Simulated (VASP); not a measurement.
A run of VASP 6.6.1 is set up as follows.

INCAR

```
SYSTEM = KCl
  ALGO = Normal
  EDIFF = 1E-6
  ENCUT = 520
  ISIF = 2
  ISMEAR = -1
  LASPH = .TRUE.
  LCHARG = .TRUE.
  LELF = .TRUE.
  LREAL = .FALSE.
  LVHAR = .TRUE.
  LWAVE = .FALSE.
  NBANDS = 15
  NELM = 80
  PREC = Accurate
  SIGMA = 0.05
```

KPOINTS

```
k-points
0
G
  7 7 7
  0 0 0
```

The input POSCAR:

```
KCl
1.0
    3.7873086124      0.0000000000      0.0000000000
    0.0000000000      3.7873086124      0.0000000000
    0.0000000000      0.0000000000      3.7873086124
K Cl
1 1
Direct
    0.0000000000      0.0000000000      0.0000000000
    0.5000000000      0.5000000000      0.5000000000
```

Potentials or basis: VASP PAW LDA potentials, release 64 (K_sv, Cl).

Run with:

```sh
$ cat potpaw_LDA.64/K_sv/POTCAR potpaw_LDA.64/Cl/POTCAR > POTCAR
$ mpirun -np 1 vasp_std > vasp.out
```

Q: What does it give for the band gap on the k mesh?

A: 4.56 eV, indirect (least direct gap 4.76 eV).

Q: Estimate the pressure.

A: -2.6 GPa.

A k mesh can miss the band edges.
